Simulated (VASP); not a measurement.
CuI (Marshite), 2 atoms in the cell. Symmetry: F-43m, No. 216, cubic system. The conventional cell has a = 6.063 Å, b = 6.063 Å, c = 6.063 Å, α = 90.00°, β = 90.00°, γ = 90.00°. Within 3.5 Å of I (site symmetry -43m) lie 4 Cu at 2.63 Å. Within 3.5 Å of Cu (site symmetry -43m) lie 4 I at 2.63 Å. 

- Program: VASP 6.6.1
- Task: single point
- Functional: PBEsol
- Potentials or basis: VASP PAW PBE potentials, release 64 (I, Cu)
- Cutoff: 520 eV
- k mesh: 8 × 8 × 8
- Occupations: fermi-dirac, width 0.05 eV
- Spin: no spin polarisation
- Hubbard terms: Cu d U = 8.0 eV
- Dipole correction: no
- Further INCAR settings: ALGO = Normal; EDIFF = 1e-07; NBANDS = 16

Potentials or basis: VASP PAW PBE potentials, release 64 (I, Cu).

Launch:

```bash
$ cat potpaw_PBE.64/I/POTCAR potpaw_PBE.64/Cu/POTCAR > POTCAR
$ mpirun -np 1 vasp_std > vasp.out
```

Hardware: 1 thread of Intel(R) Xeon(R) Platinum 8488C (Sapphire Rapids) (shared host).

Problem. Estimate the wall time of this run.

Solution. Wall time 15 s on 1 thread of Intel(R) Xeon(R) Platinum 8488C (Sapphire Rapids), with other jobs on the host, peak memory 0.18 GiB. Counts: scf iterations 14, k points 29.
